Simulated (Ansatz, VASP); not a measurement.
## One calculation of Cr, two programs

File INCAR:

```
ALGO     = Normal         # electronic algorithm
EDIFF    = 1E-7           # SCF threshold, eV
ENCUT    = 520            # plane-wave cutoff, eV
ISIF     = 2              # what is computed and relaxed
ISMEAR   = -1             # smearing method
LASPH    = True           # aspherical terms in the spheres
LCHARG   = False          # write CHGCAR
LREAL    = False          # projectors in reciprocal space
LWAVE    = False          # write WAVECAR
NBANDS   = 12             # bands
NELM     = 100            # most SCF steps
PREC     = Accurate       # precision mode
SIGMA    = 0.01           # smearing width, eV
```

The input KPOINTS:

```
k-points
0
Gamma
  16 16 16
```

POSCAR

```
Cr
1.0
   -1.3942485114      1.3942485114      1.3942485114
    1.3942485114     -1.3942485114      1.3942485114
    1.3942485114      1.3942485114     -1.3942485114
Cr
1
Direct
    0.0000000000      0.0000000000      0.0000000000
```

Input for Ansatz:

```yaml
crystal:
  lattice:
    - [-1.3942485114, 1.3942485114, 1.3942485114]
    - [1.3942485114, -1.3942485114, 1.3942485114]
    - [1.3942485114, 1.3942485114, -1.3942485114]
  atoms:
    - { symbol: Cr, position: [0.0, 0.0, 0.0] }
hamiltonian:
  xc: lda
  pseudopotentials:
    kind: paw
    azcp:
      Cr: "pseudopotentials/Cr.paw.azcp"
basis:
  ecutwfc: 420
  fft_grid_basis: typed
kpoints:
  mp_grid: { grid: [16, 16, 16], shift: [0, 0, 0] }
magnetization:
  spin_polarized: false
scf:
  occupations: { method: fermi_dirac, width: 0.01 }
  lower_state_search: "off"
output:
  stress: true
```

Alike in both runs: task single point; functional LDA; k mesh 16 × 16 × 16; occupations fermi-dirac, width 0.01 eV; no spin polarisation.

|  | VASP | Ansatz |
| --- | --- | --- |
| version | VASP 6.6.1 | Ansatz 0.2.0 |
| potentials or method | VASP PAW LDA potentials, release 64 (Cr_pv), cutoff 520 eV | plane waves (420 eV) with PAW, scalar-relativistic |
| valence electrons in the cell | 12 | 14 |

|  | VASP | Ansatz | Ansatz less VASP |
| --- | --- | --- | --- |
| pressure (GPa) | 0.0 | 0.0 | -0.03 |

Ansatz warns that its potentials were made for another functional, while VASP's fit it. LDA's correlation is that of Perdew and Zunger in VASP and of Perdew and Wang (1992) in Ansatz. VASP's potentials hold 12 valence electrons a cell and Ansatz's 14, so a difference there can come from the potentials and not from the codes.
